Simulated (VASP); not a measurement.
# Si (I-42m) in VASP: further runs

Si is run at these levels: LDA; tasks: single point.

Program: VASP 6.6.1. These are calculated values, not measurements. Logs are shortened: lines on timing, memory, paths and dates and some standing lists are left out, and cuts for length are marked.

## (1) The cell of the first run

Symmetry: I-42m, No. 121, tetragonal system. Conventional cell: a = 6.437 Å, b = 6.437 Å, c = 3.721 Å, α = 90.00°, β = 90.00°, γ = 90.00°. Si (site symmetry m) has 4 Si at 2.27 to 2.31 Å within 3.0 Å.

## (2) Single point, LDA

INCAR reads:

```
PREC = Accurate
ENCUT = 520
EDIFF = 1E-6
ISMEAR = 0
SIGMA = 0.03
LREAL = F
LASPH = T
NELM = 60
ALGO = Normal
ISIF = 2
LWAVE = F
LCHARG = F
NBANDS = 16
```

KPOINTS reads:

```
Automatic mesh
0
Gamma
  10 10 10
```

POSCAR reads:

```
Si
1.0
   -3.2184914587      3.2184914587      1.8605476173
    3.2184914587     -3.2184914587      1.8605476173
    3.2184914587      3.2184914587     -1.8605476173
Si
4
Direct
    0.1568357886      0.1568357886      0.3576908752
    0.7991449134      0.7991449134      0.6423091248
    0.2008550866      0.8431642114      0.0000000000
    0.8431642114      0.2008550866      0.0000000000
```

Potentials or basis: VASP PAW LDA potentials, release 64 (Si).

Launch:

```console
$ cat potpaw_LDA.64/Si/POTCAR > POTCAR
$ mpirun -np 1 vasp_std > vasp.out
```

OUTCAR:

```text
PREC = Accurate
   ENCUT = 520
   EDIFF = 1E-6
   ISMEAR = 0
   LREAL = F
   LASPH = T
   NELM = 60
   ISIF = 2

 ion  position               nearest neighbor table
   1  0.157  0.157  0.358-   2 2.27   2 2.27   3 2.31   4 2.31
   2  0.799  0.799  0.642-   1 2.27   1 2.27   4 2.31   3 2.31
   3  0.201  0.843  0.000-   4 2.27   4 2.27   1 2.31   2 2.31
   4  0.843  0.201  0.000-   3 2.27   3 2.27   1 2.31   2 2.31

  LATTYP: Found a body centered tetragonal cell.
 ALAT       =     6.4369829174
 C/A-ratio  =     0.5780806447

  Lattice vectors:

 A1 = (  -3.2184914587,   3.2184914587,   1.8605476173)
 A2 = (   3.2184914587,  -3.2184914587,   1.8605476173)
 A3 = (   3.2184914587,   3.2184914587,  -1.8605476173)

Analysis of symmetry for initial positions (statically):
=====================================================================
 Subroutine PRICEL returns:
 Original cell was already a primitive cell.

 Routine SETGRP: Setting up the symmetry group for a
 body centered tetragonal supercell.

 Subroutine GETGRP returns: Found  8 space group operations
 (whereof  8 operations were pure point group operations)
 out of a pool of 16 trial point group operations.

The static configuration has the point symmetry D_2d.

Analysis of symmetry for dynamics (positions and initial velocities):
=====================================================================
 Subroutine PRICEL returns:
 Original cell was already a primitive cell.

 Routine SETGRP: Setting up the symmetry group for a
 body centered tetragonal supercell.

 Subroutine GETGRP returns: Found  8 space group operations
 (whereof  8 operations were pure point group operations)
 out of a pool of 16 trial point group operations.

The dynamic configuration has the point symmetry D_2d.

 Subroutine INISYM returns: Found  8 space group operations
 (whereof  8 operations are pure point group operations),
 and found     1 'primitive' translations

----------------------------------------------------------------------------------------

                                     Primitive cell

  volume of cell :      77.0913

  direct lattice vectors                    reciprocal lattice vectors
    -3.218491459  3.218491459  1.860547617     0.000000000  0.155352284  0.268738083
     3.218491459 -3.218491459  1.860547617     0.155352284  0.000000000  0.268738083
     3.218491459  3.218491459 -1.860547617     0.155352284  0.155352284  0.000000000

  length of vectors
     4.917215876  4.917215876  4.917215876     0.310410196  0.310410196  0.219701307

  position of ions in fractional coordinates (direct lattice)
     0.156835789  0.156835789  0.357690875
     0.799144913  0.799144913  0.642309125
     0.200855087  0.843164211  0.000000000
     0.843164211  0.200855087  0.000000000

  ion indices of the primitive-cell ions
   primitive index   ion index
                 1           1
                 2           2
                 3           3
                 4           4

----------------------------------------------------------------------------------------

 KPOINTS: Automatic mesh

Automatic generation of k-mesh.
 Grid dimensions read from file:
 generate k-points for:   10   10   10

 Generating k-lattice:

  Cartesian coordinates                     Fractional coordinates (reciprocal lattice)
     0.000000000  0.015535228  0.026873808     0.100000000 -0.000000000  0.000000000
     0.015535228  0.000000000  0.026873808    -0.000000000  0.100000000  0.000000000
     0.015535228  0.015535228  0.000000000     0.000000000  0.000000000  0.100000000

  Length of vectors
     0.031041020  0.031041020  0.021970131

  Shift w.r.t. Gamma in fractional coordinates (k-lattice)
     0.000000000  0.000000000  0.000000000

 Subroutine IBZKPT returns following result:
 ===========================================

 Found    102 irreducible k-points:

 Following reciprocal coordinates:
            Coordinates               Weight
  0.000000  0.000000  0.000000      1.000000
  0.100000  0.000000  0.000000      8.000000
  0.200000  0.000000  0.000000      8.000000
  0.300000  0.000000  0.000000      8.000000
  0.400000  0.000000  0.000000      8.000000
  0.500000  0.000000 -0.000000      4.000000
[... 16 lines left out ...]
  0.300000  0.300000  0.000000      8.000000
  0.400000  0.300000  0.000000     16.000000
 [... further k-points ...]
   k-points           NKPTS =    102   k-points in BZ     NKDIM =    102   number of bands    NBANDS=     16
   number of dos      NEDOS =    301   number of ions     NIONS =      4
   total plane-waves  NPLWV =  64000
   dimension x,y,z NGX =    40 NGY =   40 NGZ =   40
   dimension x,y,z NGXF=    80 NGYF=   80 NGZF=   80
   ions per type =               4
   NGX,Y,Z   is equivalent  to a cutoff of  13.52, 13.52, 13.52 a.u.
   NGXF,Y,Z  is equivalent  to a cutoff of  27.05, 27.05, 27.05 a.u.
 SYSTEM =  unknown system
   PREC   = accura    normal or accurate (medium, high low for compatibility)
   ISTART =      0    job   : 0-new  1-cont  2-samecut
   ICHARG =      2    charge: 1-file 2-atom 10-const
   ISPIN  =      1    spin polarized calculation?
   LNONCOLLINEAR =      F non collinear calculations
   LSORBIT =      F    spin-orbit coupling
   LASPH  =      T    aspherical Exc in radial PAW
   ENCUT  =  520.0 eV  38.22 Ry    6.18 a.u.   9.14  9.14  9.14*2*pi/ulx,y,z
   NELM   =     60;   NELMIN=  2; NELMDL= -5     # of ELM steps
   EDIFF  = 0.1E-05   stopping-criterion for ELM
   LREAL  =      F    real-space projection
   EDIFFG = 0.1E-04   stopping-criterion for IOM
   NSW    =      0    number of steps for IOM
   IBRION =     -1    ionic relax: 0-MD 1-quasi-New 2-CG
   NFREE  =      0    steps in history (QN), initial steepest desc. (CG)
   ISIF   =      2    stress and relaxation
   ISYM   =      2    0-nonsym 1-usesym 2-fastsym
   POTIM  = 0.5000    time-step for ionic-motion
   TEBEG  =    0.0;   TEEND  =   0.0 temperature during run
   PSTRESS=    0.0 pullay stress
   NELECT =      16.0000    total number of electrons
   NUPDOWN=      -1.0000    fix difference up-down
   EMIN   =  10.00;   EMAX   =-10.00  energy-range for DOS
   EFERMI =   0.00;   METHOD = LEGACY
   ISMEAR =     0;   SIGMA  =   0.03  broadening in eV -4-tet -1-fermi 0-gaus
   EFERMI_NEDOS =   21; number of points for ismear=-14 and -15
   IALGO  =     38    algorithm
   IMIX   =      4    mixing-type and parameters
     AMIX     =   0.40;   BMIX     =  1.00
     AMIX_MAG =   1.60;   BMIX_MAG =  1.00
  volume/ion in A,a.u.               =      19.27       130.06
  Fermi-wavevector in a.u.,A,eV,Ry     =   0.969273  1.831661 12.782552  0.939491
  Thomas-Fermi vector in A             =   2.099312
   LORBIT       =      0    0 simple, 1 ext, 2 COOP (PROOUT), +10 PAW based schemes
   GGA     = CA    functional components
   LHFCALC =     F    Hartree Fock is set to
   AEXX    =    0.0000 exact exchange contribution
   IVDW    =     0    specifies the selected vdW correction
   LEPSILON=     F    determine dielectric tensor
   LRPA    =     F    only Hartree local field effects (RPA)
 non-spin polarized calculation
 Gauss-broadening in eV      SIGMA  =   0.03
  energy-cutoff  :      520.00
  volume of cell :       77.09
 maximum number of plane-waves:      2102
 NGX is ok and might be reduce to    40
   NGX = 19   NGY = 19   NGZ = 19

 number of electron      16.0000000 magnetization

 Free energy of the ion-electron system (eV)
  ---------------------------------------------------
  ext. energy  EPLUGINS =         0.00000000
  ---------------------------------------------------
  free energy    TOTEN  =       -23.22163544 eV

  energy without entropy =      -23.22143229  energy(sigma->0) =      -23.22153387

 E-fermi :   6.3480     XC(G=0):  -9.6791

 val. band max:        6.3479636117   @ k =   0.5000   0.5000   0.4000
 cond. band min:       6.3480778202   @ k =  -0.1000  -0.2000   0.1000
 fundamental gap:      0.0001142085
 Fermi energy:         6.3480386432

 k-point     1 :       0.0000    0.0000    0.0000
  band No.  band energies     occupation
      1      -6.3428      2.00000
      2      -1.6795      2.00000
      3       0.5670      2.00000
      4       0.5670      2.00000
      5       2.2428      2.00000
      6       4.7949      2.00000
[... 8 lines left out ...]
     15      11.6738      0.00000
     16      13.1292      0.00000

 k-point     2 :       0.1000    0.0000    0.0000
  band No.  band energies     occupation
      1      -6.2223      2.00000
      2      -1.7166      2.00000
      3       0.4163      2.00000
      4       0.7689      2.00000
      5       2.3698      2.00000
      6       4.1053      2.00000
[... 8 lines left out ...]
     15      11.1551      0.00000
     16      13.7146      0.00000

 k-point     3 :       0.2000    0.0000    0.0000
  band No.  band energies     occupation
      1      -5.8664      2.00000
      2      -1.7484      2.00000
      3       0.0018      2.00000
      4       1.1255      2.00000
      5       2.5685      2.00000
      6       2.9070      2.00000
[... 8 lines left out ...]
     15      11.6669      0.00000
     16      13.6866      0.00000

 k-point     4 :       0.3000    0.0000    0.0000
  band No.  band energies     occupation
      1      -5.2984      2.00000
      2      -1.6708      2.00000
      3      -0.7336      2.00000
      4       0.9250      2.00000
      5       2.0263      2.00000
      6       2.6443      2.00000
[... 8 lines left out ...]
     15      12.7490      0.00000
     16      13.4706      0.00000

 k-point     5 :       0.4000    0.0000    0.0000
  band No.  band energies     occupation
      1      -4.5980      2.00000
      2      -1.6923      2.00000
      3      -1.4719      2.00000
      4       0.3102      2.00000
      5       1.6787      2.00000
      6       2.5756      2.00000
[... 8 lines left out ...]
     15      12.6845      0.00000
     16      14.1531      0.00000

 k-point     6 :       0.5000    0.0000   -0.0000
  band No.  band energies     occupation
      1      -4.1525      2.00000
      2      -2.2575      2.00000
      3      -1.3234      2.00000
      4      -0.0146      2.00000
      5       1.6087      2.00000
      6       2.5264      2.00000
[... 8 lines left out ...]
     15      11.9066      0.00000
     16      14.1232      0.00000

 k-point     7 :       0.1000    0.1000    0.0000
  band No.  band energies     occupation
      1      -5.9250      2.00000
      2      -1.5705      2.00000
      3       0.5203      2.00000
      4       0.5636      2.00000
      5       2.3596      2.00000
      6       3.1599      2.00000
[... 8 lines left out ...]
     15      11.2040      0.00000
     16      14.2075      0.00000

 k-point     8 :       0.2000    0.1000    0.0000
  band No.  band energies     occupation
      1      -5.4094      2.00000
      2      -1.4729      2.00000
      3      -0.1929      2.00000
      4       0.4512      2.00000
      5       2.1649      2.00000
      6       2.6032      2.00000
[... 8 lines left out ...]
     15      12.8056      0.00000
     16      13.4065      0.00000

 k-point     9 :       0.3000    0.1000    0.0000
  band No.  band energies     occupation
      1      -4.7346      2.00000
      2      -1.5425      2.00000
      3      -1.0824      2.00000
      4       0.0071      2.00000
      5       1.8050      2.00000
      6       2.6115      2.00000
[... 8 lines left out ...]
     15      13.0488      0.00000
     16      14.2256      0.00000
[... 172 lines left out ...]
 k-point    19 :       0.5000    0.2000   -0.0000
  band No.  band energies     occupation
      1      -4.7874      2.00000
      2      -2.7777      2.00000
      3      -1.0031      2.00000
      4       1.1578      2.00000
      5       1.7461      2.00000
      6       3.2704      2.00000
[... 8 lines left out ...]
     15      12.8865      0.00000
     16      13.3595      0.00000

 k-point    20 :      -0.4000    0.2000    0.0000
  band No.  band energies     occupation
      1      -5.4171      2.00000
      2      -2.9124      2.00000
      3      -0.2753      2.00000
      4       1.6088      2.00000
      5       2.5138      2.00000
      6       3.3876      2.00000
[... 8 lines left out ...]
     15      12.3426      0.00000
     16      12.9029      0.00000

 k-point    21 :      -0.3000    0.2000    0.0000
  band No.  band energies     occupation
      1      -5.8723      2.00000
      2      -2.8374      2.00000
      3       0.2395      2.00000
      4       1.2822      2.00000
      5       3.5625      2.00000
      6       3.7766      2.00000
[... 8 lines left out ...]
     15      12.3507      0.00000
     16      13.3360      0.00000

 k-point    22 :      -0.2000    0.2000    0.0000
  band No.  band energies     occupation
      1      -6.1059      2.00000
      2      -2.5701      2.00000
      3       0.6083      2.00000
      4       0.7611      2.00000
      5       3.3269      2.00000
      6       4.5502      2.00000
[... 8 lines left out ...]
     15      12.1621      0.00000
     16      13.9428      0.00000

 k-point    23 :       0.3000    0.3000    0.0000
  band No.  band energies     occupation
      1      -4.0591      2.00000
      2      -2.6105      2.00000
      3      -1.7636      2.00000
      4       0.4616      2.00000
      5       1.5061      2.00000
      6       3.2355      2.00000
[... 8 lines left out ...]
     15      13.0919      0.00000
     16      14.4677      0.00000

 k-point    24 :       0.4000    0.3000    0.0000
  band No.  band energies     occupation
      1      -4.4998      2.00000
      2      -3.2376      2.00000
      3      -1.0143      2.00000
      4       1.1544      2.00000
      5       1.7568      2.00000
      6       3.0852      2.00000
[... 8 lines left out ...]
     15      12.6217      0.00000
     16      13.5501      0.00000

 [... further k-points ...]
[... 5 lines left out ...]
  --------------------------------------------------------------------------------------
  -------------------------------------------------------------------------------------
  Total        3.5246407      3.5246407      3.9638316      0.0000000     -0.0000000      0.0000000
  in kB       73.2520759     73.2520759     82.3797139      0.0000000     -0.0000000      0.0000000
  external PRESSURE =      76.2946219 kB  Pullay stress =       0.0000000 kB

 VOLUME and BASIS-vectors are now :
 -----------------------------------------------------------------------------
  energy-cutoff  :      520.00
  volume of cell :       77.09
      direct lattice vectors                 reciprocal lattice vectors
    -3.218491459  3.218491459  1.860547617     0.000000000  0.155352284  0.268738083
     3.218491459 -3.218491459  1.860547617     0.155352284  0.000000000  0.268738083
     3.218491459  3.218491459 -1.860547617     0.155352284  0.155352284  0.000000000

 POSITION                                       TOTAL-FORCE (eV/Angst)
 -----------------------------------------------------------------------------------
      1.15123      1.15123     -0.08190         0.021422      0.021422      0.102198
      2.06727      2.06727      1.77865        -0.021422     -0.021422      0.102198
      2.06727     -2.06727      1.94245        -0.021422      0.021422     -0.102198
     -2.06727      2.06727      1.94245         0.021422     -0.021422     -0.102198
 -----------------------------------------------------------------------------------
    total drift:                                0.000000      0.000000      0.000000

  FREE ENERGIE OF THE ION-ELECTRON SYSTEM (eV)
  ---------------------------------------------------
  free  energy   TOTEN  =       -23.2216354406 eV

  energy  without entropy=      -23.2214322913  energy(sigma->0) =      -23.22153387
```

Wall time 57 s (1 thread of Intel Xeon Platinum 8559C (Emerald Rapids), shared host); peak memory 0.23 GiB.

What came out:

```
Free energy            : -23.2216 eV
Pressure               : 7.6 GPa
Largest force          : 0.107 eV/Å
Band gap on the k mesh : zero (band 8 reaches 6.44 eV, above the bottom of band 9 at 6.35 eV)
```

Forces on the atoms (eV/Å):
```
Si   0.021  0.021  0.102
Si  -0.021 -0.021  0.102
Si  -0.021  0.021 -0.102
Si   0.021 -0.021 -0.102
```

Levels at points of the mesh, in eV from the Fermi level:
| k point | band 4 | band 5 | band 6 | band 7 | band 8 | band 9 | band 10 | band 11 | band 12 | band 13 |
| --- | --- | --- | --- | --- | --- | --- | --- | --- | --- | --- |
| (0.00, 0.00, 0.00) | -5.78 | -4.11 | -1.55 | -1.55 | -0.55 | 1.33 | 1.77 | 1.77 | 2.30 | 2.30 |
| (0.50, 0.00, 0.00) | -6.36 | -4.74 | -3.82 | -2.57 | -1.47 | 0.62 | 2.44 | 2.92 | 3.44 | 4.44 |
| (0.50, 0.50, 0.00) | -5.02 | -3.10 | -2.13 | -2.07 | -1.71 | 1.57 | 1.86 | 1.96 | 4.17 | 4.48 |
| (0.50, 0.50, 0.50) | -5.56 | -3.14 | -0.43 | 0.10 | 0.10 | 0.50 | 3.66 | 4.01 | 4.34 | 4.61 |

## (3) Single point, LDA

This run uses another cell than the first one, of 19.77 Å³/atom, 1.026 times its volume.

INCAR reads:

```
  PREC = Accurate
  ENCUT = 520
  EDIFF = 1E-6
  ISMEAR = 0
  SIGMA = 0.03
  LREAL = F
  LASPH = T
  NELM = 100
  ALGO = Normal
  ISIF = 2
  LWAVE = F
  LCHARG = T
  LELF = T
  LVHAR = T
  NBANDS = 16
```

KPOINTS reads:

```
regular mesh
0
Gamma
  10 10 10
```

POSCAR reads:

```
Si
1.0
   -3.2458898988      3.2458898988      1.8763861253
    3.2458898988     -3.2458898988      1.8763861253
    3.2458898988      3.2458898988     -1.8763861253
Si
4
Direct
    0.1458309641      0.1458309641      0.3576908752
    0.7881400889      0.7881400889      0.6423091248
    0.2118599111      0.8541690359      0.0000000000
    0.8541690359      0.2118599111      0.0000000000
```

Potentials or basis: VASP PAW LDA potentials, release 64 (Si).

Launch:

```console
$ cat potpaw_LDA.64/Si/POTCAR > POTCAR
$ mpirun -np 1 vasp_std > vasp.out
```

It took 64 s on 1 thread of Intel Xeon Platinum 8559C (Emerald Rapids), shared host; peak memory 0.24 GiB.

It converged, with:

- Free energy: -23.2704 eV
- Pressure: 4.3 GPa
- Largest force: 0.229 eV/Å
- Band gap on the k mesh: zero (band 8 reaches 6.20 eV, above the bottom of band 9 at 6.14 eV)

Forces on the atoms (eV/Å):
```
Si  -0.063 -0.063  0.211
Si   0.063  0.063  0.211
Si   0.063 -0.063 -0.211
Si  -0.063  0.063 -0.211
```

Stress tensor (GPa, compression positive):
```
4.01 0.00 0.00
0.00 4.01 0.00
0.00 0.00 5.03
```

Levels at points of the mesh, in eV from the Fermi level:
```tsv
k point	band 6	band 7	band 8	band 9	band 10	band 11
(0.00, 0.00, 0.00)	-1.58	-1.58	-0.54	1.32	1.65	1.65
(0.50, 0.00, 0.00)	-3.77	-2.53	-1.47	0.60	2.32	2.88
(0.50, 0.50, 0.00)	-2.13	-2.06	-1.73	1.45	1.80	1.92
(0.50, 0.50, 0.50)	-0.65	0.07	0.07	0.64	3.55	3.73
```
